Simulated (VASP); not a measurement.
Write the native input for VASP 6.6.1 that does the following.

```yaml
Task: single point
Functional: PBEsol
Potentials_or_basis: VASP PAW PBE potentials, release 64 (Mg, S)
Cutoff: 600 eV
k_mesh: 6 × 6 × 6
Occupations: gaussian, width 0.01 eV
Spin: no spin polarisation
Dipole_correction: no
Further_INCAR_settings: ALGO = Normal; EDIFF = 1e-06; NBANDS = 11
```

The structure of MgS (e600) lies in POSCAR:

```
MgS
1.0
    0.0000000000      2.5912657697      2.5912657697
    2.5912657697      0.0000000000      2.5912657697
    2.5912657697      2.5912657697      0.0000000000
Mg S
1 1
Direct
    0.0000000000      0.0000000000      0.0000000000
    0.5000000000      0.5000000000      0.5000000000
```

The input as run:

INCAR

```
  PREC = Accurate
  ENCUT = 600
  EDIFF = 1E-6
  ISMEAR = 0
  SIGMA = 0.01
  LREAL = False
  LASPH = True
  NELM = 120
  ALGO = Normal
  ISIF = 2
  LWAVE = False
  LCHARG = False
  GGA = PS
  NBANDS = 11
  GGA_COMPAT = False
```

KPOINTS

```
regular mesh
0
Gamma
  6 6 6
```

Potentials or basis: VASP PAW PBE potentials, release 64 (Mg, S).

Run with:

```console
$ cat potpaw_PBE.64/Mg/POTCAR potpaw_PBE.64/S/POTCAR > POTCAR
$ mpirun -np 1 vasp_std > vasp.out
```

It gave:

```json
{"Pressure": "-0.2 GPa", "Band gap on the k mesh": "2.73 eV, indirect (least direct gap 3.69 eV)"}
```

Caveat: the PAW data sets were made with another functional, which shifts forces and pressure a little.

It took 6.2 s on 1 thread of Intel(R) Xeon(R) 6975P-C (Granite Rapids), on a shared host, peak memory 0.16 GiB.
